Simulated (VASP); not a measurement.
# CrO2 in VASP: further runs, part 2 of 2

VASP 6.6.1. The steps go on from the part before.

## (3) Single point, PBEsol, collinear spin, ferromagnetic start

This run uses another cell than the first one, of 8.69 Å³/atom.

INCAR reads:

```
PREC = Accurate
ENCUT = 520
EDIFF = 1E-7
ISMEAR = -1
SIGMA = 0.05
LREAL = False
LASPH = True
NELM = 150
ALGO = Normal
ISIF = 2
LWAVE = False
LCHARG = True
ISPIN = 2
MAGMOM = 3 3 0 0 0 0
LORBIT = 11
LMAXMIX = 4
GGA = PS
LELF = True
LVHAR = True
NBANDS = 37
```

KPOINTS reads:

```
Automatic mesh
0
Gamma
  6 6 9
```

POSCAR reads:

```
CrO2
1.0
    4.2829495122      0.0000000000      0.0000000000
    0.0000000000      4.2829495122      0.0000000000
    0.0000000000      0.0000000000      2.8415624989
Cr O
2 4
Direct
    0.5000000000      0.5000000000      0.5000000000
    0.0000000000      0.0000000000      0.0000000000
    0.8021751072      0.1978248928      0.5000000000
    0.6978248928      0.6978248928      0.0000000000
    0.1978248928      0.8021751072      0.5000000000
    0.3021751072      0.3021751072      0.0000000000
```

Potentials or basis: VASP PAW PBE potentials, release 64 (Cr_pv, O).

Command:

```console
cat potpaw_PBE.64/Cr_pv/POTCAR potpaw_PBE.64/O/POTCAR > POTCAR
mpirun -np 1 vasp_std > vasp.out
```

Run time: 73 s. Hardware: 1 thread of Intel Xeon 6975P-C (Granite Rapids), shared host; peak memory 0.26 GiB.

It converged, with:

```
Free energy                                           : -52.8182 eV
Pressure                                              : 20.7 GPa
Largest force                                         : 0.019 eV/Å
Band gap on the k mesh                                : zero (filled and empty bands overlap)
Net moment                                            : 4.00 μB per cell
Site moments                                          : Cr +2.02; O -0.04 μB
Valence electrons inside the program's atomic spheres : Cr 11.15; O 5.07
```

Forces on the atoms (eV/Å):
```
Cr   0.000  0.000  0.000
Cr   0.000  0.000  0.000
O   -0.013  0.013  0.000
O    0.013  0.013  0.000
O    0.013 -0.013  0.000
O   -0.013 -0.013  0.000
```

Stress tensor (GPa, compression positive):
```
20.61  0.00  0.00
 0.00 20.61  0.00
 0.00  0.00 20.89
```

Levels at points of the mesh, in eV from the Fermi level:
Spin up:
```
           k point  band 23  band 24  band 25  band 26  band 27  band 28  band 29  band 30
(0.00, 0.00, 0.00)    -1.44    -1.26    -1.26    -1.22    -0.92     1.37     1.42     4.09
(0.50, 0.00, 0.00)    -0.80    -0.80    -0.30    -0.30     0.35     0.35     3.68     3.68
(0.50, 0.50, 0.00)    -1.62    -1.62    -1.23    -1.23     0.97     0.97     3.21     3.21
```
Spin down:
```csv
k point,band 19,band 20,band 21,band 22,band 23,band 24,band 25,band 26
"(0.00, 0.00, 0.00)",-2.00,-1.62,-1.62,-1.14,0.58,0.63,0.90,0.90
"(0.50, 0.00, 0.00)",-3.37,-3.37,-2.06,-2.06,1.37,1.37,1.65,1.65
"(0.50, 0.50, 0.00)",-2.92,-2.92,-2.50,-2.50,0.64,0.64,0.93,0.93
```

Caveat: the cell stands under pressure; the PAW data sets were made with another functional, which shifts forces and pressure a little; semilocal functionals often make such compounds metallic where correlation or magnetic order opens a gap, which also shifts bond lengths; the run started ferromagnetic, and an antiferromagnetic order may lie lower in energy. With open d or f shells a metallic result of PBEsol can be an artefact of self-interaction; +U or a hybrid may open a gap.

## (4) Single point, PBE, collinear spin, ferromagnetic start

INCAR reads:

```
SYSTEM = CrO2
ALGO = Normal ; EDIFF = 1E-7
ENCUT = 520 ; GGA = PE
ISIF = 2 ; ISMEAR = -1
ISPIN = 2 ; LASPH = .TRUE.
LCHARG = .FALSE. ; LMAXMIX = 4
LORBIT = 11 ; LREAL = .FALSE.
LWAVE = .FALSE. ; MAGMOM = 3 3 0 0 0 0
NBANDS = 37 ; NELM = 150
PREC = Accurate ; SIGMA = 0.05
```

KPOINTS reads:

```
k-points
0
G
  6 6 9
  0 0 0
```

POSCAR reads:

```
CrO2
1.0
    4.4210000000      0.0000000000      0.0000000000
    0.0000000000      4.4210000000      0.0000000000
    0.0000000000      0.0000000000      2.9170000000
Cr O
2 4
Direct
    0.5000000000      0.5000000000      0.5000000000
    0.0000000000      0.0000000000      0.0000000000
    0.8010000000      0.1990000000      0.5000000000
    0.6990000000      0.6990000000      0.0000000000
    0.1990000000      0.8010000000      0.5000000000
    0.3010000000      0.3010000000      0.0000000000
```

Command:

```console
cat potpaw_PBE.64/Cr_pv/POTCAR potpaw_PBE.64/O/POTCAR > POTCAR
mpirun -np 1 vasp_std > vasp.out
```

Wall time 3.9 min (1 thread of Intel Xeon 8259CL, shared host); peak memory 0.29 GiB.

Results (log left out):

```yaml
Free_energy: -50.3433 eV
Pressure: 3.1 GPa
Largest_force: 0.261 eV/Å
Band_gap_on_the_k_mesh: zero (filled and empty bands overlap)
Net_moment: 4.00 μB per cell
Site_moments: Cr +2.10; O -0.07 μB
Valence_electrons_inside_the_program's_atomic_spheres: Cr 10.86; O 5.04
```

Forces in eV/Å, atoms in the order of the input:
```
Cr   0.000  0.000  0.000
Cr   0.000  0.000  0.000
O    0.185 -0.185  0.000
O   -0.185 -0.185  0.000
O   -0.185  0.185  0.000
O    0.185  0.185  0.000
```

Stress tensor (GPa, compression positive):
```
3.34 0.00 0.00
0.00 3.34 0.00
0.00 0.00 2.48
```

Levels at points of the mesh, in eV from the Fermi level:
Spin up:
```csv
k point,band 23,band 24,band 25,band 26,band 27,band 28,band 29,band 30
"(0.00, 0.00, 0.00)",-1.22,-1.19,-1.15,-1.15,-0.62,1.15,1.20,3.71
"(0.50, 0.00, 0.00)",-0.84,-0.84,-0.29,-0.29,0.33,0.33,3.35,3.35
"(0.50, 0.50, 0.00)",-1.53,-1.53,-1.13,-1.13,0.90,0.90,2.77,2.77
```
Spin down:
```
           k point  band 18  band 19  band 20  band 21  band 22  band 23  band 24  band 25  band 26  band 27
(0.00, 0.00, 0.00)    -3.43    -1.70    -1.38    -1.38    -0.90     0.88     0.93     1.19     1.19     1.20
(0.50, 0.00, 0.00)    -4.29    -2.89    -2.89    -1.71    -1.71     1.57     1.57     1.83     1.83     2.02
(0.50, 0.50, 0.00)    -3.23    -2.53    -2.53    -2.24    -2.24     0.93     0.93     1.22     1.22     2.33
```

Caveat: the cell stands under pressure; semilocal functionals often make such compounds metallic where correlation or magnetic order opens a gap, which also shifts bond lengths; the run started ferromagnetic, and an antiferromagnetic order may lie lower in energy.

## (5) Single point, PBE, collinear spin, ferromagnetic start

This run uses another cell than the first one, of 9.69 Å³/atom.

INCAR reads:

```
SYSTEM = CrO2
  PREC = Accurate
  ENCUT = 520
  EDIFF = 1E-6
  ISMEAR = -1
  SIGMA = 0.05
  LREAL = .False.
  LASPH = .True.
  NELM = 150
  ALGO = Normal
  ISIF = 2
  LWAVE = .False.
  LCHARG = .False.
  ISPIN = 2
  MAGMOM = 3 3 0 0 0 0
  LORBIT = 11
  LMAXMIX = 4
  GGA = PE
  NBANDS = 37
```

KPOINTS reads:

```
regular mesh
0
Gamma
  6 6 9
  0 0 0
```

POSCAR: that of step 4 with these lines changed.

```diff
@@ -2,5 +2,5 @@
 1.0
-    4.4210000000      0.0000000000      0.0000000000
-    0.0000000000      4.4210000000      0.0000000000
-    0.0000000000      0.0000000000      2.9170000000
+    4.4502789990      0.0000000000      0.0000000000
+    0.0000000000      4.4502789990      0.0000000000
+    0.0000000000      0.0000000000      2.9363184438
 Cr O
```

Command:

```console
cat potpaw_PBE.64/Cr_pv/POTCAR potpaw_PBE.64/O/POTCAR > POTCAR
mpirun -np 1 vasp_std > vasp.out
```

Run time: 3.5 min. Hardware: 1 thread of Intel Xeon 8259CL, shared host; peak memory 0.29 GiB.

The run converged. Its results:

| Quantity | Value |
| --- | --- |
| Free energy | -50.3496 eV |
| Pressure | -1.9 GPa |
| Largest force | 0.298 eV/Å |
| Band gap on the k mesh | zero (filled and empty bands overlap) |
| Net moment | 4.00 μB per cell |
| Site moments | Cr +2.11; O -0.08 μB |
| Valence electrons inside the program's atomic spheres | Cr 10.80; O 5.02 |

Forces in eV/Å, atoms in the order of the input:
```
Cr   0.000  0.000  0.000
Cr   0.000  0.000  0.000
O    0.211 -0.211  0.000
O   -0.211 -0.211  0.000
O   -0.211  0.211  0.000
O    0.211  0.211  0.000
```

Stress tensor (GPa, compression positive):
```
-1.36  0.00  0.00
 0.00 -1.36  0.00
 0.00  0.00 -2.84
```

Levels at points of the mesh, in eV from the Fermi level:
Spin up:
```csv
k point,band 24,band 25,band 26,band 27,band 28,band 29
"(0.00, 0.00, 0.00)",-1.16,-1.14,-1.14,-0.57,1.08,1.16
"(0.50, 0.00, 0.00)",-0.83,-0.29,-0.29,0.32,0.32,3.26
"(0.50, 0.50, 0.00)",-1.51,-1.11,-1.11,0.89,0.89,2.67
```
Spin down:
| k point | band 18 | band 19 | band 20 | band 21 | band 22 | band 23 | band 24 | band 25 | band 26 | band 27 |
| --- | --- | --- | --- | --- | --- | --- | --- | --- | --- | --- |
| (0.00, 0.00, 0.00) | -3.34 | -1.65 | -1.33 | -1.33 | -0.87 | 0.92 | 0.98 | 1.23 | 1.23 | 1.24 |
| (0.50, 0.00, 0.00) | -4.17 | -2.80 | -2.80 | -1.65 | -1.65 | 1.59 | 1.59 | 1.85 | 1.85 | 2.02 |
| (0.50, 0.50, 0.00) | -3.12 | -2.47 | -2.47 | -2.18 | -2.18 | 0.97 | 0.97 | 1.25 | 1.25 | 2.32 |

Caveat: semilocal functionals often make such compounds metallic where correlation or magnetic order opens a gap, which also shifts bond lengths; the run started ferromagnetic, and an antiferromagnetic order may lie lower in energy. With open d or f shells a metallic result of PBE can be an artefact of self-interaction; +U or a hybrid may open a gap.

## (6) Single point, PBEsol, collinear spin, ferromagnetic start

INCAR reads:

```
PREC = Accurate ; ENCUT = 700
EDIFF = 1E-6 ; ISMEAR = -1
SIGMA = 0.05 ; LREAL = F
LASPH = T ; NELM = 200
ALGO = Normal ; ISIF = 2
LWAVE = F ; LCHARG = T
ISPIN = 2 ; MAGMOM = 4.5 4.5 0 0 0 0
LORBIT = 11 ; LMAXMIX = 4
GGA = PS ; LELF = T
LVHAR = T ; NBANDS = 39
GGA_COMPAT = F
```

KPOINTS reads:

```
Automatic mesh
0
Gamma
  6 6 9
```

POSCAR: that of step 5 with these lines changed.

```diff
@@ -2,5 +2,5 @@
 1.0
-    4.4502789990      0.0000000000      0.0000000000
-    0.0000000000      4.4502789990      0.0000000000
-    0.0000000000      0.0000000000      2.9363184438
+    4.4210000000      0.0000000000      0.0000000000
+    0.0000000000      4.4210000000      0.0000000000
+    0.0000000000      0.0000000000      2.9170000000
 Cr O
```

Potentials or basis: VASP PAW PBE potentials, release 64 (Cr_sv, O).

Command:

```console
cat potpaw_PBE.64/Cr_sv/POTCAR potpaw_PBE.64/O/POTCAR > POTCAR
mpirun -np 1 vasp_std > vasp.out
```

Run time: 7 min. Hardware: 1 thread of Intel Xeon Platinum 8259CL at 2.50GHz (Skylake/Cascade Lake), shared host; peak memory 0.4 GiB.

Results (log left out):

```yaml
Free_energy: -53.3857 eV
Pressure: -7.1 GPa
Largest_force: 0.338 eV/Å
Band_gap_on_the_k_mesh: zero (filled and empty bands overlap)
Net_moment: 4.00 μB per cell
Site_moments: Cr +1.93; O -0.07 μB
Valence_electrons_inside_the_program's_atomic_spheres: Cr 11.57; O 5.01
```

Forces in eV/Å, atoms in the order of the input:
```
Cr   0.000  0.000  0.000
Cr   0.000  0.000  0.000
O    0.239 -0.239  0.000
O   -0.239 -0.239  0.000
O   -0.239  0.239  0.000
O    0.239  0.239  0.000
```

Stress tensor (GPa, compression positive):
```
-6.35  0.00  0.00
 0.00 -6.35  0.00
 0.00  0.00 -8.73
```

Levels at points of the mesh, in eV from the Fermi level:
Spin up:
| k point | band 26 | band 27 | band 28 | band 29 | band 30 | band 31 |
| --- | --- | --- | --- | --- | --- | --- |
| (0.00, 0.00, 0.00) | -1.19 | -1.15 | -1.15 | -0.69 | 1.12 | 1.21 |
| (0.50, 0.00, 0.00) | -0.81 | -0.28 | -0.28 | 0.32 | 0.32 | 3.31 |
| (0.50, 0.50, 0.00) | -1.52 | -1.12 | -1.12 | 0.90 | 0.90 | 2.74 |
Spin down:
```tsv
k point	band 21	band 22	band 23	band 24	band 25	band 26	band 27	band 28
(0.00, 0.00, 0.00)	-1.76	-1.43	-1.43	-0.94	0.81	0.82	1.09	1.10
(0.50, 0.00, 0.00)	-2.97	-2.97	-1.76	-1.76	1.47	1.47	1.75	1.75
(0.50, 0.50, 0.00)	-2.61	-2.61	-2.31	-2.31	0.83	0.83	1.13	1.13
```

Caveat: the cell stands under tension; the PAW data sets were made with another functional, which shifts forces and pressure a little; semilocal functionals often make such compounds metallic where correlation or magnetic order opens a gap, which also shifts bond lengths; the run started ferromagnetic, and an antiferromagnetic order may lie lower in energy.

## (7) Summary

| level | potentials or basis | cell | k mesh | cutoff (eV) | gap on the mesh (eV) | pressure (GPa) | moment (μB) | largest force (eV/Å) |
| --- | --- | --- | --- | --- | --- | --- | --- | --- |
| PBEsol | VASP PAW PBE potentials, release 64 (Cr_pv, O) | a = 4.421, b = 4.421, c = 2.917 Å, angles 90.0, 90.0, 88.9°, 6 atoms, atomic positions A | 5 × 5 × 8 | 520 | none | -5.7 | 4.00 | 0.36 |
| PBEsol | VASP PAW PBE potentials, release 64 (Cr_pv, O) | a = 4.283, b = 4.283, c = 2.842 Å, 6 atoms, atomic positions B | 6 × 6 × 9 | 520 | none | 20.7 | 4.00 | 0.02 |
| PBE | VASP PAW PBE potentials, release 64 (Cr_pv, O) | a = 4.421, b = 4.421, c = 2.917 Å, 6 atoms, atomic positions A | 6 × 6 × 9 | 520 | none | 3.1 | 4.00 | 0.26 |
| PBE | VASP PAW PBE potentials, release 64 (Cr_pv, O) | a = 4.450, b = 4.450, c = 2.936 Å, 6 atoms, atomic positions A | 6 × 6 × 9 | 520 | none | -1.9 | 4.00 | 0.30 |
| PBEsol | VASP PAW PBE potentials, release 64 (Cr_sv, O) | a = 4.421, b = 4.421, c = 2.917 Å, 6 atoms, atomic positions A | 6 × 6 × 9 | 700 | none | -7.1 | 4.00 | 0.34 |

Alike in all rows: task single point; spin collinear, ferromagnetic start; smearing fermi-dirac 0.05 eV.

Caveats: semilocal functionals often make such compounds metallic where correlation or magnetic order opens a gap, which also shifts bond lengths; the run started ferromagnetic, and an antiferromagnetic order may lie lower in energy; the PAW data sets were made with another functional, which shifts forces and pressure a little (at least some runs); the cell stands under tension (at least some runs); the cell stands under pressure (at least some runs).

Total energies depend on the potentials used, so only differences within one code and one set of settings carry meaning.
